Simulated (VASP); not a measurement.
**GaN: single point with PBE**

GaN:

```
Ga N
1.0
     0.00000    2.27374    2.27374
     2.27374    0.00000    2.27374
     2.27374    2.27374    0.00000
Ga N
1 1
Direct
  0.00000 0.00000 0.00000
  0.25000 0.25000 0.25000
```

- Program: VASP 6.6.1
- Task: single point
- Functional: PBE
- Potentials or basis: VASP PAW PBE potentials, release 64 (Ga_d, N)
- Cutoff: 600 eV
- k mesh: 3 × 3 × 3
- Occupations: gaussian, width 0.01 eV
- Spin: no spin polarisation
- Dipole correction: no
- Further INCAR settings: ALGO = Normal; EDIFF = 1e-06; NBANDS = 16

```json
{"Pressure": "0.3 GPa", "Band gap on the k mesh": "1.48 eV, direct"}
```

Levels at points of the mesh, in eV from the valence-band top:
```csv
k point,band 6,band 7,band 8,band 9,band 10,band 11,band 12,band 13
"(0.00, 0.00, 0.00)",-13.31,0.00,0.00,0.00,1.48,9.98,9.98,9.98
```

It used 5.8 s of CPU time on 1 thread of AMD EPYC 7R13 Processor (Zen 3), on a shared host.

Caveat: the k points lie up to 0.80 Å⁻¹ apart. Expect the measured gap to be larger: semilocal functionals such as PBE lack the derivative discontinuity.
